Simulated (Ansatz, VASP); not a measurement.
# LiF in VASP and in Ansatz

```xyz
4
Lattice="3.0810 0.0000 0.0000 -1.5405 2.6682 0.0000 0.0000 0.0000 4.7853" Properties=species:S:1:pos:R:3 pbc="T T T"
Li    0.0000    1.7788   -0.0356
Li    1.5405    0.8894    2.3571
F     0.0000    1.7788    1.8301
F     1.5405    0.8894    4.2227
```

Alike in both runs: task single point; functional PBE; k mesh 12 × 12 × 6; occupations fermi-dirac, width 0.02 eV; no spin polarisation.

```csv
,VASP,Ansatz
version,VASP 6.6.1,Ansatz 0.2.0
potentials or method,"VASP PAW PBE potentials, release 64 (Li_sv, F)","plane waves, PAW"
plane-wave cutoff (eV),520,420
valence electrons in the cell,20,20
```

|  | VASP | Ansatz | Ansatz less VASP |
| --- | --- | --- | --- |
| gap on the k mesh at the Fermi level (eV) | 7.84 | 7.85 | +0.013 |

Noted on VASP's run: the cutoff is short for stress, so the pressure is rough.
